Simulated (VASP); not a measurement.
MgO (Periclase): single point with r2SCAN

Crystal: MgO (Periclase).

```
CELL_PARAMETERS angstrom
0.01713 2.10217 2.10217
2.10217 0.01713 2.10217
2.11930 2.11930 0.00000
ATOMIC_POSITIONS crystal
Mg 0.00000 0.00000 0.00000
O 0.50000 0.50000 0.50000
```

This cell differs from its parent crystal: shear xy strain +1.6%.

- Program: VASP 6.6.1
- Task: single point
- Functional: r2SCAN
- Potentials or basis: VASP PAW PBE potentials, release 64 (Mg, O)
- Cutoff: 520 eV
- k mesh: 10 × 10 × 10
- Occupations: gaussian, width 0.01 eV
- Spin: no spin polarisation
- Dipole correction: no
- Further INCAR settings: ALGO = Normal; EDIFF = 1e-06; NBANDS = 11

The pressure is -1.1 GPa and the band gap on the k mesh is 5.59 eV, direct.

Stress tensor (GPa, compression positive):
```
-1.11 -2.57  0.00
-2.57 -1.11  0.00
 0.00  0.00 -1.16
```

Levels at points of the mesh, in eV from the valence-band top:
```
           k point  band 1  band 2  band 3  band 4  band 5  band 6  band 7  band 8
(0.00, 0.00, 0.00)  -18.29   -0.13   -0.06    0.00    5.59   16.56   16.81   17.05
(0.50, 0.00, 0.00)  -17.01   -4.67   -0.81   -0.75    8.71   13.90   17.22   17.38
(0.50, 0.50, 0.00)  -16.78   -4.19   -1.55   -1.34    9.94   11.10   14.29   20.23
(0.00, 0.00, 0.50)  -17.05   -4.73   -0.74   -0.67    8.83   13.71   17.46   17.62
(0.50, 0.00, 0.50)  -16.78   -4.19   -1.45   -1.45    9.97   11.06   14.28   20.40
```

It took 39 s on 1 thread of Intel(R) Xeon(R) 6975P-C (Granite Rapids), with other jobs on the host, peak memory 0.17 GiB.

Caveat: the cell differs from its parent crystal (shear xy strain +1.6%); the PAW data sets were made with another functional, which shifts forces and pressure a little.
